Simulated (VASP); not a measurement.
# Eu (P6_3/mmc) in VASP: single point with PBE

Aim: the single point of Eu with PBE.

Program: VASP 6.6.1. These are calculated values, not measurements. Logs are shortened: lines on timing, memory, paths and dates and some standing lists are left out, and cuts for length are marked.

## (1) The cell of the first run

It takes space group P6_3/mmc (No. 194, hexagonal). The conventional cell has a = 3.924 Å, b = 3.924 Å, c = 6.292 Å, α = 90.00°, β = 90.00°, γ = 120.00°. Eu (site symmetry -6m2) has 12 Eu at 3.88 to 3.92 Å within 5.1 Å.

This isn't the form of Eu at room conditions, which is bcc.

## (2) Single point, PBE, collinear spin, antiferromagnetic start

File INCAR:

```
SYSTEM = Eu
ALGO     = Normal         ! electronic algorithm
EDIFF    = 1E-6           ! SCF threshold, eV
ENCUT    = 520            ! plane-wave cutoff, eV
GGA      = PE             ! functional
ISIF     = 2              ! what is computed and relaxed
ISMEAR   = 0              ! smearing method
ISPIN    = 2              ! spin polarisation
LASPH    = .TRUE.         ! aspherical terms in the spheres
LCHARG   = .FALSE.        ! write CHGCAR
LMAXMIX  = 6              ! l up to which the mixer works
LORBIT   = 11             ! projections on sites
LREAL    = .FALSE.        ! projectors in reciprocal space
LWAVE    = .FALSE.        ! write WAVECAR
MAGMOM   = 7 -7           ! initial moments
NBANDS   = 28             ! bands
NELM     = 150            ! most SCF steps
PREC     = Accurate       ! precision mode
SIGMA    = 0.05           ! smearing width, eV
```

File KPOINTS:

```
k-points
0
G
  14 14 8
  0 0 0
```

File POSCAR:

```
Eu
1.0
    3.9244366739     -0.0000000029      0.0000000000
   -1.9622183345      3.3986618566      0.0000000000
    0.0000000000      0.0000000000      6.2919045055
Eu
2
Direct
    0.3333333333      0.6666666667      0.2500000000
    0.6666666667      0.3333333333      0.7500000000
```

Potentials or basis: VASP PAW PBE potentials, release 64 (Eu).

Launch:

```sh
$ cat potpaw_PBE.64/Eu/POTCAR > POTCAR
$ mpirun -np 1 vasp_std > vasp.out
```

OUTCAR:

```text
SYSTEM = Eu
   EDIFF = 1E-6
   ENCUT = 520
   GGA = PE
   ISIF = 2
   ISMEAR = 0
   ISPIN = 2
   LASPH = .TRUE.
   LORBIT = 11
   LREAL = .FALSE.
   NELM = 150
   PREC = Accurate

 ion  position               nearest neighbor table
   1  0.333  0.667  0.250-
   2  0.667  0.333  0.750-

  LATTYP: Found a hexagonal cell.
 ALAT       =     3.9244366739
 C/A-ratio  =     1.6032630995

  Lattice vectors:

 A1 = (   3.9244366739,  -0.0000000029,   0.0000000000)
 A2 = (  -1.9622183345,   3.3986618566,   0.0000000000)
 A3 = (   0.0000000000,   0.0000000000,   6.2919045055)

Analysis of symmetry for initial positions (statically):
=====================================================================
 Subroutine PRICEL returns:
 Original cell was already a primitive cell.

 Routine SETGRP: Setting up the symmetry group for a
 hexagonal supercell.

 Subroutine GETGRP returns: Found 24 space group operations
 (whereof 12 operations were pure point group operations)
 out of a pool of 24 trial point group operations.

The static configuration has the point symmetry D_3d.
 The point group associated with its full space group is D_6h.

Analysis of symmetry for dynamics (positions and initial velocities):
=====================================================================
 Subroutine PRICEL returns:
 Original cell was already a primitive cell.

 Routine SETGRP: Setting up the symmetry group for a
 hexagonal supercell.

 Subroutine GETGRP returns: Found 24 space group operations
 (whereof 12 operations were pure point group operations)
 out of a pool of 24 trial point group operations.

The dynamic configuration has the point symmetry D_3d.
 The point group associated with its full space group is D_6h.

Analysis of structural, dynamic, and magnetic symmetry:
=====================================================================
 Subroutine PRICEL returns:
 Original cell was already a primitive cell.

 Routine SETGRP: Setting up the symmetry group for a
 hexagonal supercell.

 Subroutine GETGRP returns: Found 24 space group operations
 (whereof 12 operations were pure point group operations)
 out of a pool of 24 trial point group operations.

The overall configuration has the point symmetry D_3d.
 The point group associated with its full space group is D_6h.

 Subroutine INISYM returns: Found 24 space group operations
 (whereof 12 operations are pure point group operations),
 and found     1 'primitive' translations

----------------------------------------------------------------------------------------

                                     Primitive cell

  volume of cell :      83.9204

  direct lattice vectors                    reciprocal lattice vectors
     3.924436674 -0.000000003  0.000000000     0.254813642  0.147116724  0.000000000
    -1.962218334  3.398661857  0.000000000     0.000000000  0.294233449  0.000000000
     0.000000000  0.000000000  6.291904505     0.000000000  0.000000000  0.158934389

  length of vectors
     3.924436674  3.924436674  6.291904505     0.294233449  0.294233449  0.158934389

  position of ions in fractional coordinates (direct lattice)
     0.333333333  0.666666667  0.250000000
     0.666666667  0.333333333  0.750000000

  ion indices of the primitive-cell ions
   primitive index   ion index
                 1           1
                 2           2

----------------------------------------------------------------------------------------

 KPOINTS: k-points

Automatic generation of k-mesh.
 Grid dimensions read from file:
 generate k-points for:   14   14    8

 Generating k-lattice:

  Cartesian coordinates                     Fractional coordinates (reciprocal lattice)
     0.018200974  0.010508337  0.000000000     0.071428571  0.000000000  0.000000000
     0.000000000  0.021016675  0.000000000     0.000000000  0.071428571  0.000000000
     0.000000000  0.000000000  0.019866799     0.000000000  0.000000000  0.125000000

  Length of vectors
     0.021016675  0.021016675  0.019866799

  Shift w.r.t. Gamma in fractional coordinates (k-lattice)
     0.000000000  0.000000000  0.000000000

 Subroutine IBZKPT returns following result:
 ===========================================

 Found    120 irreducible k-points:

 Following reciprocal coordinates:
            Coordinates               Weight
  0.000000  0.000000  0.000000      1.000000
  0.071429 -0.000000  0.000000      6.000000
  0.142857 -0.000000  0.000000      6.000000
  0.214286  0.000000  0.000000      6.000000
  0.285714  0.000000  0.000000      6.000000
  0.357143  0.000000  0.000000      6.000000
[... 16 lines left out ...]
  0.285714  0.285714  0.000000      6.000000
  0.357143  0.285714  0.000000      6.000000
 [... further k-points ...]
   k-points           NKPTS =    120   k-points in BZ     NKDIM =    120   number of bands    NBANDS=     28
   number of dos      NEDOS =    301   number of ions     NIONS =      2
   total plane-waves  NPLWV =  43200
   dimension x,y,z NGX =    30 NGY =   30 NGZ =   48
   dimension x,y,z NGXF=    60 NGYF=   60 NGZF=   96
   ions per type =               2
   NGX,Y,Z   is equivalent  to a cutoff of  12.71, 12.71, 12.68 a.u.
   NGXF,Y,Z  is equivalent  to a cutoff of  25.42, 25.42, 25.37 a.u.
 SYSTEM =  Eu
   PREC   = accura    normal or accurate (medium, high low for compatibility)
   ISTART =      0    job   : 0-new  1-cont  2-samecut
   ICHARG =      2    charge: 1-file 2-atom 10-const
   ISPIN  =      2    spin polarized calculation?
   LNONCOLLINEAR =      F non collinear calculations
   LSORBIT =      F    spin-orbit coupling
   LASPH  =      T    aspherical Exc in radial PAW
   ENCUT  =  520.0 eV  38.22 Ry    6.18 a.u.   7.30  7.30 11.70*2*pi/ulx,y,z
   NELM   =    150;   NELMIN=  2; NELMDL= -5     # of ELM steps
   EDIFF  = 0.1E-05   stopping-criterion for ELM
   LREAL  =      F    real-space projection
   EDIFFG = 0.1E-04   stopping-criterion for IOM
   NSW    =      0    number of steps for IOM
   IBRION =     -1    ionic relax: 0-MD 1-quasi-New 2-CG
   NFREE  =      0    steps in history (QN), initial steepest desc. (CG)
   ISIF   =      2    stress and relaxation
   ISYM   =      2    0-nonsym 1-usesym 2-fastsym
   POTIM  = 0.5000    time-step for ionic-motion
   TEBEG  =    0.0;   TEEND  =   0.0 temperature during run
   PSTRESS=    0.0 pullay stress
   NELECT =      34.0000    total number of electrons
   NUPDOWN=      -1.0000    fix difference up-down
   EMIN   =  10.00;   EMAX   =-10.00  energy-range for DOS
   EFERMI =   0.00;   METHOD = LEGACY
   ISMEAR =     0;   SIGMA  =   0.05  broadening in eV -4-tet -1-fermi 0-gaus
   EFERMI_NEDOS =   21; number of points for ismear=-14 and -15
   IALGO  =     38    algorithm
   IMIX   =      4    mixing-type and parameters
     AMIX     =   0.40;   BMIX     =  1.00
     AMIX_MAG =   1.60;   BMIX_MAG =  1.00
  volume/ion in A,a.u.               =      41.96       283.16
  Fermi-wavevector in a.u.,A,eV,Ry     =   1.211375  2.289167 19.965595  1.467430
  Thomas-Fermi vector in A             =   2.346893
   LORBIT       =     11    0 simple, 1 ext, 2 COOP (PROOUT), +10 PAW based schemes
   GGA     = PE    functional components
   LHFCALC =     F    Hartree Fock is set to
   AEXX    =    0.0000 exact exchange contribution
   IVDW    =     0    specifies the selected vdW correction
   LEPSILON=     F    determine dielectric tensor
   LRPA    =     F    only Hartree local field effects (RPA)
 spin polarized calculation
 Gauss-broadening in eV      SIGMA  =   0.05
  energy-cutoff  :      520.00
  volume of cell :       83.92
 maximum number of plane-waves:      2297
 NGX is ok and might be reduce to    30
   NGX = 15   NGY = 15   NGZ = 23

 number of electron      34.0000005 magnetization       0.0000000

 number of electron      34.0000005 magnetization      -0.0000000

 Free energy of the ion-electron system (eV)
  ---------------------------------------------------
  ext. energy  EPLUGINS =         0.00000000
  ---------------------------------------------------
  free energy    TOTEN  =       -22.83531427 eV

  energy without entropy =      -22.83056946  energy(sigma->0) =      -22.83294186

 E-fermi :   2.0531     XC(G=0):  -8.8309

 val. band max:        2.0508961027   @ k =   0.4286   0.0714   0.1250
 cond. band min:       2.0583080993   @ k =   0.3571   0.2857   0.2500
 fundamental gap:      0.0074119966
 Fermi energy:         2.0531415387

 spin component 1

 k-point     1 :       0.0000    0.0000    0.0000
  band No.  band energies     occupation
      1     -39.4720      1.00000
      2     -36.3510      1.00000
      3     -18.2806      1.00000
      4     -18.0960      1.00000
      5     -18.0960      1.00000
      6     -15.9841      1.00000
[... 20 lines left out ...]
     27       6.3649      0.00000
     28       6.5573      0.00000
[... 683 lines left out ...]
 k-point    24 :       0.3571    0.2857    0.0000
  band No.  band energies     occupation
      1     -39.4495      1.00000
      2     -36.3222      1.00000
      3     -18.3455      1.00000
      4     -18.2966      1.00000
      5     -18.2035      1.00000
      6     -16.0847      1.00000
[... 20 lines left out ...]
     27       6.5716      0.00000
     28       6.5901      0.00000

 [... further k-points ...]

 spin component 2

 k-point     1 :       0.0000    0.0000    0.0000
  band No.  band energies     occupation
      1     -39.4720      1.00000
      2     -36.3510      1.00000
      3     -18.2806      1.00000
      4     -18.0960      1.00000
      5     -18.0960      1.00000
      6     -15.9841      1.00000
[... 20 lines left out ...]
     27       6.3655      0.00000
     28       6.6583      0.00000
[... 683 lines left out ...]
 k-point    24 :       0.3571    0.2857    0.0000
  band No.  band energies     occupation
      1     -39.4495      1.00000
      2     -36.3222      1.00000
      3     -18.3455      1.00000
      4     -18.2966      1.00000
      5     -18.2035      1.00000
      6     -16.0847      1.00000
[... 20 lines left out ...]
     27       6.5758      0.00000
     28       6.5893      0.00000

 [... further k-points ...]

------------------------ aborting loop because EDIFF is reached ----------------------------------------

  FORCE on cell =-STRESS in cart. coord.  units (eV):
  Direction    XX          YY          ZZ          XY          YZ          ZX
  --------------------------------------------------------------------------------------
  -------------------------------------------------------------------------------------
  Total       -0.4909906     -0.4909906      0.6173499      0.0000000      0.0000000      0.0000000
  in kB       -9.3738147     -9.3738147     11.7862212      0.0000000      0.0000000      0.0000000
  external PRESSURE =      -2.3204694 kB  Pullay stress =       0.0000000 kB

 VOLUME and BASIS-vectors are now :
 -----------------------------------------------------------------------------
  energy-cutoff  :      520.00
  volume of cell :       83.92
      direct lattice vectors                 reciprocal lattice vectors
     3.924436674 -0.000000003  0.000000000     0.254813642  0.147116724  0.000000000
    -1.962218334  3.398661857  0.000000000     0.000000000  0.294233449  0.000000000
     0.000000000  0.000000000  6.291904505     0.000000000  0.000000000  0.158934389

 POSITION                                       TOTAL-FORCE (eV/Angst)
 -----------------------------------------------------------------------------------
      0.00000      2.26577      1.57298         0.000000      0.000000      0.000000
      1.96222      1.13289      4.71893        -0.000000     -0.000000      0.000000
 -----------------------------------------------------------------------------------
    total drift:                               -0.000000      0.000000     -0.000000

  FREE ENERGIE OF THE ION-ELECTRON SYSTEM (eV)
  ---------------------------------------------------
  free  energy   TOTEN  =       -22.8353142683 eV

  energy  without entropy=      -22.8305694583  energy(sigma->0) =      -22.83294186

 total charge

# of ion       s       p       d       f       tot
--------------------------------------------------
    1        2.086   5.708   0.298   6.645  14.738
    2        2.086   5.708   0.298   6.645  14.738
--------------------------------------------------
tot          4.173  11.416   0.597  13.290  29.476

 magnetization (x)

# of ion       s       p       d       f       tot
--------------------------------------------------
    1       -0.001  -0.101   0.117   6.640   6.655
    2        0.001   0.101  -0.117  -6.640  -6.655
--------------------------------------------------
tot          0.000   0.000   0.000   0.000   0.000
```

Wall time 7.3 min (1 thread of Intel Xeon 6975P-C (Granite Rapids), shared host); peak memory 0.54 GiB.

Results:

```
Free energy                                           : -22.8353 eV
Pressure                                              : -0.2 GPa
Band gap on the k mesh                                : zero (filled and empty bands overlap)
Net moment                                            : 0.00 μB per cell
Site moments                                          : Eu +6.66, -6.66 μB
Valence electrons inside the program's atomic spheres : Eu 14.74
```

Caveat: the antiferromagnetic order is the one typed at the start, and another may lie lower; spin-orbit coupling is left out, which moves the levels of the heavy elements; semilocal functionals describe open f shells poorly, which spoils levels, moments and volumes.
